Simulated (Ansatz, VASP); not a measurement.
# Two plane-wave programs on KTaO3

POSCAR

```
KTaO3
1.0
    3.8885925000      0.0000000000      0.0000000000
    0.0000000000      3.8885925000      0.0000000000
    0.0000000000      0.0000000000      3.8885925000
K Ta O
1 1 3
Direct
    0.5000000000      0.5000000000      0.5000000000
    0.0000000000      0.0000000000      0.0000000000
    0.5000000000      0.0000000000      0.0000000000
    0.0000000000      0.5000000000      0.0000000000
    0.0000000000      0.0000000000      0.5000000000
```

The input INCAR.step1:

```
  PREC = Accurate
  ENCUT = 520
  ISMEAR = 0
  SIGMA = 0.05
  LREAL = F
  LASPH = T
  NELM = 100
  NBANDS = 27
  GGA = PE
  ALGO = Normal
  EDIFF = 1E-4
  LWAVE = T
  LCHARG = F
```

Contents of INCAR.step2:

```
  PREC = Accurate
  ENCUT = 520
  EDIFF = 1E-7
  ISMEAR = 0
  SIGMA = 0.05
  LREAL = F
  LASPH = T
  NELM = 100
  ALGO = Normal
  ISIF = 2
  LWAVE = F
  LCHARG = F
  METAGGA = R2SCAN
  LMIXTAU = T
  NBANDS = 27
  ISTART = 1
```

File KPOINTS:

```
Automatic mesh
0
Gamma
  6 6 6
```

Input for Ansatz:

```yaml
crystal:
  lattice:
    - [3.8885925, 0.0, 0.0]
    - [0.0, 3.8885925, 0.0]
    - [0.0, 0.0, 3.8885925]
  atoms:
    - { symbol: K, position: [0.5, 0.5, 0.5] }
    - { symbol: Ta, position: [0.0, 0.0, 0.0] }
    - { symbol: O, position: [0.5, 0.0, 0.0] }
    - { symbol: O, position: [0.0, 0.5, 0.0] }
    - { symbol: O, position: [0.0, 0.0, 0.5] }
basis:
  ecutwfc: 500
kpoints:
  mp_grid: { grid: [6, 6, 6] }
hamiltonian:
  xc: r2scan
scf:
  occupations: { method: gaussian, width: 0.05 }
output:
  forces: true
  stress: true
  eigenvalues: true
```

Change from the starting cell: strain -0.025 along x and y, -0.025 along z, atoms carried along.

Alike in both runs: task single point; functional r2SCAN; k mesh 6 × 6 × 6; occupations gaussian, width 0.05 eV; no spin polarisation.

|  | VASP | Ansatz |
| --- | --- | --- |
| version | VASP 6.6.1 | Ansatz 0.2.0 |
| potentials or method | VASP PAW PBE potentials, release 64 (K_sv, Ta_pv, O), cutoff 520 eV | scalar-relativistic, plane waves, PAW |
| valence electrons in the cell | 38 | 40 |

Ansatz gave:

| Item | Value |
| --- | --- |
| gap on the k mesh at the Fermi level (eV) | 2.82 |
| least direct gap on the mesh (eV) | 3.41 |
| pressure (GPa) | 19.2 |

Task: Which values does VASP return?

Result: gap on the k mesh at the Fermi level (eV): 2.78; least direct gap on the mesh (eV): 3.39; pressure (GPa): 20.6.

VASP's potentials were made for PBE, not for r2SCAN. VASP's potentials hold 38 valence electrons a cell and Ansatz's 40, so a difference there can come from the potentials and not from the codes.

Spin-orbit coupling is off throughout.
